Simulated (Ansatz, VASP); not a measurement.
**SnO in VASP and in Ansatz**

```
Sn O
1.0
     2.71251   -2.71250    0.00000
     2.71251    2.71250    0.00000
     0.00000    0.00000    9.51785
Sn O
4 4
Direct
  0.99989 0.00011 0.00023
  0.00011 0.99989 0.50023
  0.50013 0.49987 0.25677
  0.49987 0.50013 0.75677
  0.00018 0.49981 0.37850
  0.99982 0.50019 0.87850
  0.50019 0.99982 0.37850
  0.49981 0.00018 0.87850
```

Alike in both runs: functional PBE; dispersion D3(BJ); k mesh 10 × 10 × 4; occupations gaussian, width 0.1 eV; no spin polarisation.

Ansatz relaxed the structure, and its values are those at the end. VASP's run is a single point on that final structure, the one shown.

|  | VASP | Ansatz |
| --- | --- | --- |
| version | VASP 6.6.1 | Ansatz 0.2.0 |
| potentials or method | VASP PAW PBE potentials, release 64 (Sn_d, O), cutoff 520 eV | scalar-relativistic, plane waves, PAW |
| valence electrons in the cell | 80 | 80 |

```tsv
	VASP	Ansatz	Ansatz less VASP
gap on the k mesh at the Fermi level (eV)	none	none	-
pressure (GPa)	0.3	0.0	-0.21
rms of the force components (eV/Å)	0.034	0.002	-0.0324
```

A gap of «none» marks a metal or a gap that the smearing closes.
